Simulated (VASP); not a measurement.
# B3As2 (Pm-3m) in VASP: notebook

The runs below take B3As2 through single point, relaxation of cell and atoms, with PBE.

Everything below comes from runs of VASP 6.6.1. Logs are shortened: lines on timing, memory, paths and dates and some standing lists are left out, and cuts for length are marked.

### Step 1. The cell of the first run

Symmetry: Pm-3m, No. 221, cubic system. Conventional cell: a = 4.144 Å, b = 4.144 Å, c = 4.144 Å, α = 90.00°, β = 90.00°, γ = 90.00°. B (site symmetry 4/mmm) has 2 As at 2.07 Å within 2.7 Å. Within 3.9 Å of As (site symmetry m-3m) lie 12 B at 2.93 Å and 8 As at 3.59 Å. Within 2.7 Å of As (site symmetry m-3m) lie 6 B at 2.07 Å.

### Step 2. Single point, PBE

File INCAR:

```
ALGO = Normal
EDIFF = 1E-6
ENCUT = 520
GGA = PE
ISIF = 2
ISMEAR = 0
LASPH = True
LCHARG = True
LELF = True
LREAL = False
LVHAR = True
LWAVE = False
NBANDS = 18
NELM = 100
PREC = Accurate
SIGMA = 0.1
```

File KPOINTS:

```
k-points
0
Gamma
  4 4 4
```

File POSCAR:

```
B3As2
1.0
    4.1437539200      0.0000000000      0.0000000000
    0.0000000000      4.1437539200      0.0000000000
    0.0000000000      0.0000000000      4.1437539200
B As
3 2
Direct
    0.5000000000      0.0000000000      0.0000000000
    0.0000000000      0.5000000000      0.0000000000
    0.0000000000      0.0000000000      0.5000000000
    0.5000000000      0.5000000000      0.5000000000
    0.0000000000      0.0000000000      0.0000000000
```

Potentials or basis: VASP PAW PBE potentials, release 64 (B, As).

Command:

```
$ cat potpaw_PBE.64/B/POTCAR potpaw_PBE.64/As/POTCAR > POTCAR
$ mpirun -np 1 vasp_std > vasp.out
```

OUTCAR:

```text
EDIFF = 1E-6
   ENCUT = 520
   GGA = PE
   ISIF = 2
   ISMEAR = 0
   LASPH = True
   LREAL = False
   NELM = 100
   PREC = Accurate

 ion  position               nearest neighbor table
   1  0.500  0.000  0.000-   5 2.07   5 2.07
   2  0.000  0.500  0.000-   5 2.07   5 2.07
   3  0.000  0.000  0.500-   5 2.07   5 2.07
   4  0.500  0.500  0.500-
   5  0.000  0.000  0.000-   1 2.07   2 2.07   3 2.07   3 2.07   2 2.07   1 2.07

  LATTYP: Found a simple cubic cell.
 ALAT       =     4.1437539200

  Lattice vectors:

 A1 = (   4.1437539200,   0.0000000000,   0.0000000000)
 A2 = (   0.0000000000,   4.1437539200,   0.0000000000)
 A3 = (   0.0000000000,   0.0000000000,   4.1437539200)

Analysis of symmetry for initial positions (statically):
=====================================================================
 Subroutine PRICEL returns:
 Original cell was already a primitive cell.

 Routine SETGRP: Setting up the symmetry group for a
 simple cubic supercell.

 Subroutine GETGRP returns: Found 48 space group operations
 (whereof 48 operations were pure point group operations)
 out of a pool of 48 trial point group operations.

The static configuration has the point symmetry O_h .

Analysis of symmetry for dynamics (positions and initial velocities):
=====================================================================
 Subroutine PRICEL returns:
 Original cell was already a primitive cell.

 Routine SETGRP: Setting up the symmetry group for a
 simple cubic supercell.

 Subroutine GETGRP returns: Found 48 space group operations
 (whereof 48 operations were pure point group operations)
 out of a pool of 48 trial point group operations.

The dynamic configuration has the point symmetry O_h .

 Subroutine INISYM returns: Found 48 space group operations
 (whereof 48 operations are pure point group operations),
 and found     1 'primitive' translations

----------------------------------------------------------------------------------------

                                     Primitive cell

  volume of cell :      71.1511

  direct lattice vectors                    reciprocal lattice vectors
     4.143753920  0.000000000  0.000000000     0.241327072  0.000000000  0.000000000
     0.000000000  4.143753920  0.000000000     0.000000000  0.241327072  0.000000000
     0.000000000  0.000000000  4.143753920     0.000000000  0.000000000  0.241327072

  length of vectors
[... 74 lines left out ...]
   LREAL  =      F    real-space projection
   EDIFFG = 0.1E-04   stopping-criterion for IOM
   NSW    =      0    number of steps for IOM
   IBRION =     -1    ionic relax: 0-MD 1-quasi-New 2-CG
   NFREE  =      0    steps in history (QN), initial steepest desc. (CG)
   ISIF   =      2    stress and relaxation
   ISYM   =      2    0-nonsym 1-usesym 2-fastsym
   POTIM  = 0.5000    time-step for ionic-motion
   TEBEG  =    0.0;   TEEND  =   0.0 temperature during run
   PSTRESS=    0.0 pullay stress
   NELECT =      19.0000    total number of electrons
   NUPDOWN=      -1.0000    fix difference up-down
   EMIN   =  10.00;   EMAX   =-10.00  energy-range for DOS
   EFERMI =   0.00;   METHOD = LEGACY
   ISMEAR =     0;   SIGMA  =   0.10  broadening in eV -4-tet -1-fermi 0-gaus
   EFERMI_NEDOS =   21; number of points for ismear=-14 and -15
   IALGO  =     38    algorithm
   IMIX   =      4    mixing-type and parameters
     AMIX     =   0.40;   BMIX     =  1.00
     AMIX_MAG =   1.60;   BMIX_MAG =  1.00
  volume/ion in A,a.u.               =      14.23        96.03
  Fermi-wavevector in a.u.,A,eV,Ry     =   1.054222  1.992191 15.121298  1.111384
  Thomas-Fermi vector in A             =   2.189374
   LORBIT       =      0    0 simple, 1 ext, 2 COOP (PROOUT), +10 PAW based schemes
   GGA     = PE    functional components
   LHFCALC =     F    Hartree Fock is set to
   AEXX    =    0.0000 exact exchange contribution
   IVDW    =     0    specifies the selected vdW correction
   LEPSILON=     F    determine dielectric tensor
   LRPA    =     F    only Hartree local field effects (RPA)
 non-spin polarized calculation
 Gauss-broadening in eV      SIGMA  =   0.10
  energy-cutoff  :      520.00
  volume of cell :       71.15
 maximum number of plane-waves:      1936
 NGX is ok and might be reduce to    32
   NGX = 15   NGY = 15   NGZ = 15

 number of electron      18.9999999 magnetization

 Free energy of the ion-electron system (eV)
  ---------------------------------------------------
  ext. energy  EPLUGINS =         0.00000000
  ---------------------------------------------------
  free energy    TOTEN  =       -20.37541976 eV

  energy without entropy =      -20.36252047  energy(sigma->0) =      -20.36897011

 E-fermi :   4.7294     XC(G=0): -10.4409

 val. band max:        4.5047921728   @ k =   0.5000   0.5000   0.2500
 cond. band min:       4.7461702350   @ k =   0.5000   0.2500   0.2500
 fundamental gap:      0.2413780622
 Fermi energy:         4.7293588331

 k-point     1 :       0.0000    0.0000    0.0000
  band No.  band energies     occupation
      1      -9.8263      2.00000
      2      -4.6940      2.00000
      3      -1.3623      2.00000
      4      -1.3623      2.00000
      5      -1.3623      2.00000
      6       0.6554      2.00000
[... 187 lines left out ...]
      5      -3.1329      2.00000
      6       0.1111      2.00000
[... 10 lines left out ...]
     17      11.4619      0.00000
     18      11.4619      0.00000

------------------------ aborting loop because EDIFF is reached ----------------------------------------

  FORCE on cell =-STRESS in cart. coord.  units (eV):
  Direction    XX          YY          ZZ          XY          YZ          ZX
  --------------------------------------------------------------------------------------
  -------------------------------------------------------------------------------------
  Total        0.3247544      0.3247544      0.3247544      0.0000000      0.0000000     -0.0000000
  in kB        7.3128017      7.3128017      7.3128017      0.0000000      0.0000000     -0.0000000
  external PRESSURE =       7.3128017 kB  Pullay stress =       0.0000000 kB

 VOLUME and BASIS-vectors are now :
 -----------------------------------------------------------------------------
  energy-cutoff  :      520.00
  volume of cell :       71.15
      direct lattice vectors                 reciprocal lattice vectors
     4.143753920  0.000000000  0.000000000     0.241327072  0.000000000  0.000000000
     0.000000000  4.143753920  0.000000000     0.000000000  0.241327072  0.000000000
     0.000000000  0.000000000  4.143753920     0.000000000  0.000000000  0.241327072

 POSITION                                       TOTAL-FORCE (eV/Angst)
 -----------------------------------------------------------------------------------
      2.07188      0.00000      0.00000         0.000000      0.000000      0.000000
      0.00000      2.07188      0.00000         0.000000      0.000000      0.000000
      0.00000      0.00000      2.07188         0.000000      0.000000      0.000000
      2.07188      2.07188      2.07188         0.000000      0.000000      0.000000
      0.00000      0.00000      0.00000         0.000000      0.000000      0.000000
 -----------------------------------------------------------------------------------
    total drift:                                0.000000      0.000000     -0.000000

  FREE ENERGIE OF THE ION-ELECTRON SYSTEM (eV)
  ---------------------------------------------------
  free  energy   TOTEN  =       -20.3754197582 eV

  energy  without entropy=      -20.3625204701  energy(sigma->0) =      -20.36897011
```

OSZICAR:

```text
N       E                     dE             d eps       ncg     rms          rms(c)
DAV:   1     0.441707945996E+02    0.44171E+02   -0.77119E+03   360   0.887E+02
DAV:   2    -0.178387772572E+02   -0.62010E+02   -0.58936E+02   492   0.143E+02
DAV:   3    -0.208371612166E+02   -0.29984E+01   -0.29640E+01   422   0.284E+01
DAV:   4    -0.208609261065E+02   -0.23765E-01   -0.23731E-01   442   0.271E+00
DAV:   5    -0.208610516294E+02   -0.12552E-03   -0.12552E-03   392   0.208E-01    0.614E+00
DAV:   6    -0.204235486544E+02    0.43750E+00   -0.13311E+00   398   0.455E+00    0.323E+00
DAV:   7    -0.203920942533E+02    0.31454E-01   -0.10886E-01   396   0.167E+00    0.196E+00
DAV:   8    -0.203761934354E+02    0.15901E-01   -0.36147E-02   376   0.993E-01    0.208E-01
DAV:   9    -0.203754652454E+02    0.72819E-03   -0.21431E-03   426   0.257E-01    0.975E-02
DAV:  10    -0.203754462590E+02    0.18986E-04   -0.41130E-04   376   0.109E-01    0.465E-02
DAV:  11    -0.203754259079E+02    0.20351E-04   -0.10860E-04   410   0.521E-02    0.147E-02
DAV:  12    -0.203754238428E+02    0.20650E-05   -0.39189E-05   432   0.319E-02    0.962E-03
DAV:  13    -0.203754200769E+02    0.37659E-05   -0.11132E-05   428   0.184E-02    0.319E-03
DAV:  14    -0.203754197582E+02    0.31877E-06   -0.11551E-06   236   0.653E-03
   1 F= -.20375420E+02 E0= -.20368970E+02  d E =-.128993E-01
```

Run time: 6.2 s. Hardware: 1 thread of Intel Xeon 6975P-C (Granite Rapids), shared host; peak memory 0.17 GiB.

Results:

| Item | Value |
| --- | --- |
| Free energy | -20.3754 eV |
| Pressure | 0.7 GPa |

Caveat: the k points lie up to 0.38 Å⁻¹ apart.

### Step 3. Single point, PBE

This run uses another cell than the first one, of 14.08 Å³/atom, 0.990 times its volume.

File INCAR:

```
ALGO = Normal
EDIFF = 1E-7
ENCUT = 520
GGA = PE
ISIF = 2
ISMEAR = 0
LASPH = T
LCHARG = F
LREAL = F
LWAVE = F
NBANDS = 18
NELM = 80
PREC = Accurate
SIGMA = 0.1
```

File KPOINTS:

```
k-points
0
Gamma
  10 10 10
```

Edit POSCAR of step 2 so:

```diff
@@ -2,5 +2,5 @@
 1.0
-    4.1437539200      0.0000000000      0.0000000000
-    0.0000000000      4.1437539200      0.0000000000
-    0.0000000000      0.0000000000      4.1437539200
+    4.1295046055      0.0000000000      0.0000000000
+    0.0000000000      4.1295046055      0.0000000000
+    0.0000000000      0.0000000000      4.1295046055
 B As
```

Potentials or basis: VASP PAW PBE potentials, release 64 (B, As).

Command:

```
$ cat potpaw_PBE.64/B/POTCAR potpaw_PBE.64/As/POTCAR > POTCAR
$ mpirun -np 1 vasp_std > vasp.out
```

It took 19 s on 1 thread of Intel Xeon 6975P-C (Granite Rapids), shared host; peak memory 0.2 GiB.

Results (log left out):

```
Free energy : -20.4457 eV
Pressure    : 0.5 GPa
```

Levels at points of the mesh, in eV from the Fermi level:
| k point | band 8 | band 9 | band 10 | band 11 | band 12 | band 13 |
| --- | --- | --- | --- | --- | --- | --- |
| (0.00, 0.00, 0.00) | -0.54 | -0.54 | -0.54 | 0.90 | 2.01 | 2.01 |
| (0.50, 0.00, 0.00) | -1.98 | -1.98 | 0.32 | 1.70 | 2.02 | 2.02 |
| (0.50, 0.50, 0.00) | -1.13 | -1.10 | -0.11 | 0.01 | 0.01 | 1.82 |
| (0.50, 0.50, 0.50) | -4.83 | 1.90 | 1.90 | 4.50 | 4.50 | 4.50 |

### Step 4. Relaxation of cell and atoms, PBE

File INCAR:

```
PREC = Accurate ; ENCUT = 600
EDIFF = 1E-6 ; ISMEAR = 0
SIGMA = 0.1 ; LREAL = F
LASPH = T ; NELM = 80
ALGO = Normal ; ISIF = 3
LWAVE = F ; LCHARG = F
GGA = PE ; IBRION = 2
NSW = 100 ; EDIFFG = -0.01
```

File KPOINTS:

```
regular mesh
0
Gamma
  10 10 10
```

Edit POSCAR of step 3 so:

```diff
@@ -2,5 +2,5 @@
 1.0
-    4.1295046055      0.0000000000      0.0000000000
-    0.0000000000      4.1295046055      0.0000000000
-    0.0000000000      0.0000000000      4.1295046055
+    4.1437539200      0.0000000000      0.0000000000
+    0.0000000000      4.1437539200      0.0000000000
+    0.0000000000      0.0000000000      4.1437539200
 B As
```

Command:

```
$ cat potpaw_PBE.64/B/POTCAR potpaw_PBE.64/As/POTCAR > POTCAR
$ mpirun -np 1 vasp_std > vasp.out
```

Run time: 55 s. Hardware: 1 thread of Intel Xeon Platinum 8488C (Sapphire Rapids), shared host; peak memory 0.24 GiB.

The run converged. Its results:

```
Free energy                            : -20.4477 eV
Relaxed volume                         : 14.15 Å³/atom
Relaxed cell                           : a = 4.136 Å, b = 4.136 Å, c = 4.136 Å, α = 90.00°, β = 90.00°, γ = 90.00°
Space group after relaxing (to 0.05 Å) : Pm-3m (No. 221)
Energy gained by relaxing              : 0.1 meV/atom
Ionic steps                            : 3
Pressure after relaxing                : 0.0 GPa
```

The path:
```csv
step,energy change (eV),largest force (eV/Å),pressure (GPa),volume (Å³)
1,0.0000,0.0000,-0.55,71.15
2,-0.0007,0.0000,0.13,70.65
3,-0.0007,0.0000,0.01,70.74
```

Final structure:
```yaml
crystal:
  lattice:
    - [4.13583, 0.00000, 0.00000]
    - [0.00000, 4.13583, 0.00000]
    - [0.00000, 0.00000, 4.13583]
  atoms:
    - { symbol: B, position: [0.50000, 0.00000, 0.00000] }
    - { symbol: B, position: [0.00000, 0.50000, 0.00000] }
    - { symbol: B, position: [0.00000, 0.00000, 0.50000] }
    - { symbol: As, position: [0.50000, 0.50000, 0.50000] }
    - { symbol: As, position: [0.00000, 0.00000, 0.00000] }
```

Levels at points of the mesh, in eV from the Fermi level:
```tsv
k point	band 7	band 8	band 9	band 10	band 11	band 12	band 13
(0.00, 0.00, 0.00)	-4.27	-0.54	-0.54	-0.54	0.86	2.01	2.01
(0.50, 0.00, 0.00)	-3.86	-1.96	-1.96	0.33	1.68	2.02	2.02
(0.50, 0.50, 0.00)	-1.12	-1.12	-1.10	-0.11	0.02	0.02	1.81
(0.50, 0.50, 0.50)	-4.80	-4.80	1.90	1.90	4.48	4.48	4.48
```

### Step 5. Overview

| task | cell | k mesh | cutoff (eV) | gap on the mesh (eV) | pressure (GPa) |
| --- | --- | --- | --- | --- | --- |
| single point | a = 4.144 Å, 5 atoms | 4 × 4 × 4 | 520 | none | 0.7 |
| single point | a = 4.130 Å, 5 atoms | 10 × 10 × 10 | 520 | none | 0.5 |
| relaxation of cell and atoms | relaxed from a = 4.144 Å, 5 atoms | 10 × 10 × 10 | 600 | none | 0.0 |

Alike in all rows: level PBE; potentials or basis VASP PAW PBE potentials, release 64 (B, As); no spin polarisation; smearing gaussian 0.1 eV.

Caveats: some runs use coarse meshes.

Absolute energies hang on the potentials; compare differences alone.
